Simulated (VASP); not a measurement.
# GaSb (I-4m2) in VASP: further runs, part 2 of 2

VASP 6.6.1. Earlier steps stand in the parts before.

**3. Single point, r2SCAN (epitaxial xy strain +4.0%)**

POSCAR reads:

```
GaSb
1.0
    0.0000000000      3.1885139520      2.9619314129
    3.1885139520      0.0000000000      2.9619314129
    3.1885139520      3.1885139520      0.0000000000
Ga Sb
1 1
Direct
    0.0000000000      0.0000000000      0.0000000000
    0.2500000000      0.2500000000      0.2500000000
```

INCAR.step1 reads:

```
  ALGO = Normal
  EDIFF = 1E-4
  ENCUT = 520
  GGA = PE
  ISMEAR = 0
  LASPH = True
  LCHARG = False
  LREAL = False
  LWAVE = True
  NBANDS = 16
  NELM = 60
  PREC = Accurate
  SIGMA = 0.01
```

INCAR.step2 reads:

```
  ALGO = Normal
  EDIFF = 1E-6
  ENCUT = 520
  ISIF = 2
  ISMEAR = 0
  ISTART = 1
  LASPH = True
  LCHARG = False
  LMIXTAU = True
  LREAL = False
  LWAVE = False
  METAGGA = R2SCAN
  NBANDS = 16
  NELM = 60
  PREC = Accurate
  SIGMA = 0.01
```

KPOINTS reads:

```
k-points
0
Gamma
  8 8 8
```

Potentials or basis: VASP PAW PBE potentials, release 64 (Ga_d, Sb).

Run with:

```console
cat potpaw_PBE.64/Ga_d/POTCAR potpaw_PBE.64/Sb/POTCAR > POTCAR
cp INCAR.step1 INCAR
mpirun -np 1 vasp_std > vasp.out
cp INCAR.step2 INCAR
mpirun -np 1 vasp_std > vasp.out
```

OUTCAR:

```text
EDIFF = 1E-6
   ENCUT = 520
   ISIF = 2
   ISMEAR = 0
   ISTART = 1
   LASPH = True
   LREAL = False
   METAGGA = R2SCAN
   NELM = 60
   PREC = Accurate

 ion  position               nearest neighbor table
   1  0.000  0.000  0.000-   2 2.70   2 2.70   2 2.70   2 2.70
   2  0.250  0.250  0.250-   1 2.70   1 2.70   1 2.70   1 2.70

  LATTYP: Found a body centered tetragonal cell.
 ALAT       =     4.5092396747
 C/A-ratio  =     1.3137165582

  Lattice vectors:
[... 191 lines left out ...]
      4     -11.1873      2.00000
      5     -11.1755      2.00000
      6      -7.3899      2.00000
[... 433 lines left out ...]
      3     -11.2161      2.00000
      4     -11.1876      2.00000
      5     -11.1756      2.00000
      6      -6.2567      2.00000
[... 8 lines left out ...]
     15      12.9984      0.00000
     16      13.8735      0.00000

 [... further k-points ...]
[... 5 lines left out ...]
  --------------------------------------------------------------------------------------
  -------------------------------------------------------------------------------------
  Total       -1.1453024     -1.1453024      0.0082750      0.0000000     -0.0000000      0.0000000
  in kB      -30.4683623    -30.4683623      0.2201398      0.0000000     -0.0000000      0.0000000
  external PRESSURE =     -20.2388616 kB  Pullay stress =       0.0000000 kB

 VOLUME and BASIS-vectors are now :
 -----------------------------------------------------------------------------
  energy-cutoff  :      520.00
  volume of cell :       60.23
      direct lattice vectors                 reciprocal lattice vectors
     0.000000000  3.188513952  2.961931413    -0.156812863  0.156812863  0.168808770
     3.188513952  0.000000000  2.961931413     0.156812863 -0.156812863  0.168808770
     3.188513952  3.188513952  0.000000000     0.156812863  0.156812863 -0.168808770

 POSITION                                       TOTAL-FORCE (eV/Angst)
 -----------------------------------------------------------------------------------
      0.00000      0.00000      0.00000        -0.000000     -0.000000      0.000000
      1.59426      1.59426      1.48097         0.000000      0.000000     -0.000000
 -----------------------------------------------------------------------------------
    total drift:                               -0.000153     -0.000153     -0.000312

  FREE ENERGIE OF THE ION-ELECTRON SYSTEM (eV)
  ---------------------------------------------------
  free  energy   TOTEN  =       -37.5546056023 eV

  energy  without entropy=      -37.5546056023  energy(sigma->0) =      -37.55460560
```

OUTCAR.step1:

```text
EDIFF = 1E-4
   ENCUT = 520
   GGA = PE
   ISMEAR = 0
   LASPH = True
[... 677 lines left out ...]
 -----------------------------------------------------------------------------------
      0.00000      0.00000      0.00000        -0.000000      0.000000      0.000000
      1.59426      1.59426      1.48097         0.000000     -0.000000      0.000000
 -----------------------------------------------------------------------------------
    total drift:                               -0.000000     -0.000000      0.000006

  FREE ENERGIE OF THE ION-ELECTRON SYSTEM (eV)
  ---------------------------------------------------
  free  energy   TOTEN  =        -7.3411624395 eV

  energy  without entropy=       -7.3411624395  energy(sigma->0) =       -7.34116244
```

It took 3.1 min on 1 thread of AMD EPYC 7R43 (Zen 3), shared host; peak memory 0.19 GiB.

Results:

```
Free energy            : -37.5546 eV
Pressure               : -2.0 GPa
Band gap on the k mesh : 0.22 eV, direct
```

Levels at points of the mesh, in eV from the valence-band top:
```tsv
k point	band 5	band 6	band 7	band 8	band 9	band 10	band 11	band 12	band 13	band 14
(0.00, 0.00, 0.00)	-15.39	-11.60	-0.17	-0.17	0.00	0.22	2.83	3.07	3.07	6.27
(0.50, 0.00, 0.00)	-15.38	-10.01	-6.35	-1.42	-0.90	0.47	3.80	4.24	6.96	9.36
(0.50, 0.50, 0.00)	-15.38	-9.04	-6.62	-2.82	-2.82	0.76	1.26	8.91	8.91	10.41
(0.50, 0.00, 0.50)	-15.39	-9.28	-6.94	-2.42	-2.35	1.33	1.70	8.61	8.63	9.97
```

Caveat: the cell differs from its parent crystal (epitaxial xy strain +4.0%); the PAW data sets were made with another functional, which shifts forces and pressure a little; spin-orbit coupling is left out, which moves the levels of the heavy elements. A k mesh can miss the band edges.

**4. Single point, PBE (epitaxial xy strain +4.0%)**

INCAR reads:

```
SYSTEM = GaSb
PREC     = Accurate       ! precision mode
ENCUT    = 500            ! plane-wave cutoff, eV
EDIFF    = 1E-6           ! SCF threshold, eV
ISMEAR   = -1             ! smearing method
SIGMA    = 0.02           ! smearing width, eV
LREAL    = .FALSE.        ! projectors in reciprocal space
LASPH    = .TRUE.         ! aspherical terms in the spheres
NELM     = 120            ! most SCF steps
ALGO     = Normal         ! electronic algorithm
ISIF     = 2              ! what is computed and relaxed
LWAVE    = .FALSE.        ! write WAVECAR
LCHARG   = .FALSE.        ! write CHGCAR
GGA      = PE             ! functional
NBANDS   = 21             ! bands
GGA_COMPAT= .FALSE.
```

KPOINTS reads:

```
Automatic mesh
0
G
  8 8 8
  0 0 0
```

POSCAR is that of step 3.

Potentials or basis: VASP PAW PBE potentials, release 64 (Ga_d, Sb_d_GW).

Run with:

```console
cat potpaw_PBE.64/Ga_d/POTCAR potpaw_PBE.64/Sb_d_GW/POTCAR > POTCAR
mpirun -np 1 vasp_std > vasp.out
```

Wall time 25 s (1 thread of Intel Xeon 6975P-C (Granite Rapids), shared host); peak memory 0.25 GiB.

It converged, with:

```yaml
Free_energy: -7.3600 eV
Pressure: -0.2 GPa
Band_gap_on_the_k_mesh: 0.33 eV, indirect (least direct gap 0.37 eV)
```

Stress tensor (GPa, compression positive):
```
-1.08  0.00  0.00
 0.00 -1.08  0.00
 0.00  0.00  1.56
```

Levels at points of the mesh, in eV from the valence-band top:
| k point | band 11 | band 12 | band 13 | band 14 | band 15 | band 16 | band 17 | band 18 |
| --- | --- | --- | --- | --- | --- | --- | --- | --- |
| (0.00, 0.00, 0.00) | -11.04 | -0.27 | -0.04 | -0.04 | 0.33 | 2.77 | 2.99 | 2.99 |
| (0.50, 0.00, 0.00) | -9.54 | -6.03 | -1.23 | -0.74 | 0.33 | 3.67 | 4.10 | 6.65 |
| (0.50, 0.50, 0.00) | -8.65 | -6.27 | -2.57 | -2.57 | 0.71 | 1.18 | 8.50 | 8.50 |
| (0.50, 0.00, 0.50) | -8.87 | -6.58 | -2.18 | -2.12 | 1.23 | 1.58 | 8.16 | 8.27 |

Caveat: the cell differs from its parent crystal (epitaxial xy strain +4.0%); spin-orbit coupling is left out, which moves the levels of the heavy elements. A k mesh can miss the band edges.

**5. Summary**

```csv
level,potentials or basis,cutoff (eV),smearing,second run,gap on the mesh (eV),pressure (GPa)
PBE,"VASP PAW PBE potentials, release 64 (Ga_d, Sb)",520,fermi-dirac 0.02 eV,-,0.33,-0.1
r2SCAN,"VASP PAW PBE potentials, release 64 (Ga_d, Sb)",520,gaussian 0.01 eV,-,0.22,-2.0
PBE,"VASP PAW PBE potentials, release 64 (Ga_d, Sb_d_GW)",500,fermi-dirac 0.02 eV,valence_matched,0.33,-0.2
```

Alike in all rows: task single point; no spin polarisation; cell as given; k mesh 8 × 8 × 8.

Caveats: spin-orbit coupling is left out, which moves the levels of the heavy elements; the PAW data sets were made with another functional, which shifts forces and pressure a little (some runs).

Absolute energies hang on the potentials; compare differences alone.
